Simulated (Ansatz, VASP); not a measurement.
**One calculation of MgInN, two programs**

The input INCAR:

```
PREC = Accurate ; ENCUT = 600
EDIFF = 1E-6 ; ISMEAR = 0
SIGMA = 0.1 ; LREAL = False
LASPH = True ; NELM = 60
ALGO = Normal ; ISIF = 3
LWAVE = False ; LCHARG = False
GGA = PE ; IBRION = 2
NSW = 90 ; EDIFFG = -0.04
```

Contents of KPOINTS:

```
Automatic mesh
0
Gamma
  6 6 4
```

Contents of POSCAR:

```
MgInN
1.0
    3.5892687666      0.0000000000      0.0000000000
    0.0000000000      3.5892687666      0.0000000000
    0.0000000000      0.0000000000      7.3312918361
Mg In N
2 2 2
Direct
    0.0000000000      0.5000000000      0.1450000000
    0.5000000000      0.0000000000      0.8550000000
    0.0000000000      0.5000000000      0.6600000000
    0.5000000000      0.0000000000      0.3400000000
    0.0000000000      0.0000000000      0.0000000000
    0.5000000000      0.5000000000      0.0000000000
```

Input for Ansatz:

```yaml
crystal:
  lattice:
    - [3.5892687666, 0.0, 0.0]
    - [0.0, 3.5892687666, 0.0]
    - [0.0, 0.0, 7.3312918361]
  atoms:
    - { symbol: Mg, position: [0.0, 0.5, 0.145] }
    - { symbol: Mg, position: [0.5, 0.0, 0.855] }
    - { symbol: In, position: [0.0, 0.5, 0.66] }
    - { symbol: In, position: [0.5, 0.0, 0.34] }
    - { symbol: "N", position: [0.0, 0.0, 0.0] }
    - { symbol: "N", position: [0.5, 0.5, 0.0] }
basis:
  ecutwfc: 420
kpoints:
  mp_grid: { grid: [6, 6, 4] }
hamiltonian:
  xc: pbe
scf:
  occupations: { method: gaussian, width: 0.1 }
  lower_state_search: "off"
output:
  forces: true
  stress: true
  eigenvalues: true
relax:
  adjacent_minimum: "off"
  f_tol: 0.04
  max_steps: 70
  cell: { stress_tol: 0.4 }
```

Alike in both runs: task relaxation of cell and atoms; functional PBE; k mesh 6 × 6 × 4; occupations gaussian, width 0.1 eV; no spin polarisation.

```csv
,VASP,Ansatz
version,VASP 6.6.1,Ansatz 0.2.0
potentials or method,"VASP PAW PBE potentials, release 64 (Mg, In_d, N), cutoff 600 eV","scalar-relativistic, plane waves, PAW"
valence electrons in the cell,40,56
```

```tsv
	VASP	Ansatz	Ansatz less VASP
gap on the k mesh at the Fermi level, each at its own relaxed structure (eV)	none	none	-
relaxed volume (Å³/atom)	17.14	17.04	-0.094
relaxed length of the cell vector where the two differ most in proportion (Å)	6.071	6.035	-0.0356
```

A gap of «none» marks a metal or a gap that the smearing closes. VASP's potentials hold 40 valence electrons a cell and Ansatz's 56, so a difference there can come from the potentials and not from the codes.
